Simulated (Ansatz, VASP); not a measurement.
## AlAs: VASP beside Ansatz

File INCAR:

```
PREC     = Accurate       # precision mode
ENCUT    = 500            # plane-wave cutoff, eV
EDIFF    = 1E-6           # SCF threshold, eV
ISMEAR   = -1             # smearing method
SIGMA    = 0.1            # smearing width, eV
LREAL    = False          # projectors in reciprocal space
LASPH    = True           # aspherical terms in the spheres
NELM     = 120            # most SCF steps
ALGO     = Normal         # electronic algorithm
ISIF     = 2              # what is computed and relaxed
LWAVE    = False          # write WAVECAR
LCHARG   = True           # write CHGCAR
GGA      = PE             # functional
LELF     = True           # ELF
LVHAR    = True         
NBANDS   = 11             # bands
GGA_COMPAT= False
```

File KPOINTS:

```
Automatic mesh
0
Gamma
  8 8 8
```

Contents of POSCAR:

```
AlAs
1.0
    0.0000000000      2.8060020000      2.8060020000
    2.8060020000      0.0000000000      2.8060020000
    2.8060020000      2.8060020000      0.0000000000
Al As
1 1
Direct
    0.0000000000      0.0000000000      0.0000000000
    0.2500000000      0.2500000000      0.2500000000
```

Input for Ansatz:

```yaml
crystal:
  lattice:
    - [0.0, 2.806002, 2.806002]
    - [2.806002, 0.0, 2.806002]
    - [2.806002, 2.806002, 0.0]
  atoms:
    - { symbol: Al, position: [0.0, 0.0, 0.0] }
    - { symbol: As, position: [0.25, 0.25, 0.25] }
  symmetry: { tolerance: 0.0003 }
kpoints:
  mp_grid: { grid: [8, 8, 8], shift: [0, 0, 0] }
  band_path:
    path:
      - [0.0, 0.0, 0.0]
      - [-0.5, -0.5, 0.0]
      - [-0.375, -0.375, 0.25]
      - [-0.375, 0.0, 0.375]
      - [0.0, 0.0, 0.0]
      - [0.0, 0.0, 0.5]
      - [-0.5, -0.25, 0.25]
      - [-0.5, -0.5, 0.0]
    npoints: 8
magnetization:
  spin_polarized: false
scf:
  occupations: { method: fermi_dirac }
  lower_state_search: "off"
  max_iter: 200
hamiltonian:
  pseudopotentials: { kind: paw }
  xc: pbe
basis:
  ecutwfc: 420
  fft_grid_basis: typed
output:
  forces: true
  stress: true
  eigenvalues: true
  bader: true
  populations: true
  elf: true
  write_potential: true
  volumetric_format: npy
  dos:
    e_range: [-12, 8]
    de: 0.05
    projected: { site_lists: { Al: [Al], As: [As] } }
checkpoint:
  read: saved_state
```

Alike in both runs: task single point; functional PBE; k mesh 8 × 8 × 8; no spin polarisation.

|  | VASP | Ansatz |
| --- | --- | --- |
| version | VASP 6.6.1 | Ansatz 0.2.0 |
| potentials or method | VASP PAW PBE potentials, release 64 (Al, As), cutoff 500 eV | PAW plane waves |
| occupations | fermi-dirac, width 0.1 eV | fermi-dirac |
| valence electrons in the cell | 8 | 18 |

Ansatz gave:

```
pressure (GPa) : 4.7
```

Q: What did VASP give for the same quantities?

A: Pressure (GPa): 4.9.

VASP's potentials hold 8 valence electrons a cell and Ansatz's 18, so a difference there can come from the potentials and not from the codes.
